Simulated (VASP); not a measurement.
Set up this calculation in VASP 6.6.1, as the native input.

| Item | Value |
| --- | --- |
| Task | single point |
| Functional | r2SCAN |
| Potentials or basis | VASP PAW PBE potentials, release 64 (Al, N) |
| Cutoff | 520 eV |
| k mesh | 12 × 12 × 6 |
| Occupations | gaussian, width 0.02 eV |
| Spin | no spin polarisation |
| Dipole correction | no |
| Further INCAR settings | ALGO = Normal; EDIFF = 1e-06; NBANDS = 16 |

Crystal: AlN.

```
CELL_PARAMETERS angstrom
3.10667 0.00000 0.00000
-1.55333 2.69045 0.00000
0.00000 0.00000 4.97840
ATOMIC_POSITIONS crystal
Al 0.33333 0.66667 0.00169
Al 0.66667 0.33333 0.50169
N 0.33333 0.66667 0.38331
N 0.66667 0.33333 0.88331
```

These files were run (other wordings do the same):

POSCAR

```
AlN
1.0
    3.1066653383      0.0000000000      0.0000000000
   -1.5533326691      2.6904511040      0.0000000000
    0.0000000000      0.0000000000      4.9784048385
Al N
2 2
Direct
    0.3333333333      0.6666666667      0.0016929024
    0.6666666667      0.3333333333      0.5016929024
    0.3333333333      0.6666666667      0.3833070976
    0.6666666667      0.3333333333      0.8833070976
```

INCAR.step1

```
SYSTEM = AlN
PREC = Accurate
ENCUT = 520
ISMEAR = 0
SIGMA = 0.02
LREAL = .False.
LASPH = .True.
NELM = 100
NBANDS = 16
GGA = PE
ALGO = Normal
EDIFF = 1E-4
LWAVE = .True.
LCHARG = .False.
```

INCAR.step2

```
SYSTEM = AlN
PREC = Accurate
ENCUT = 520
EDIFF = 1E-6
ISMEAR = 0
SIGMA = 0.02
LREAL = .False.
LASPH = .True.
NELM = 100
ALGO = Normal
ISIF = 2
LWAVE = .False.
LCHARG = .False.
METAGGA = R2SCAN
LMIXTAU = .True.
NBANDS = 16
ISTART = 1
```

KPOINTS

```
regular mesh
0
Gamma
  12 12 6
  0 0 0
```

Potentials or basis: VASP PAW PBE potentials, release 64 (Al, N).

The run is started by

```bash
$ cat potpaw_PBE.64/Al/POTCAR potpaw_PBE.64/N/POTCAR > POTCAR
$ cp INCAR.step1 INCAR
$ mpirun -np 1 vasp_std > vasp.out
$ cp INCAR.step2 INCAR
$ mpirun -np 1 vasp_std > vasp.out
```

Results of the run:

| Item | Value |
| --- | --- |
| Pressure | -0.4 GPa |
| Band gap on the k mesh | 4.92 eV, direct |

Caveat: the PAW data sets were made with another functional, which shifts forces and pressure a little.

Wall time 76 s on 1 thread of Intel(R) Xeon(R) Platinum 8559C (Emerald Rapids), with other jobs on the host, peak memory 0.18 GiB.
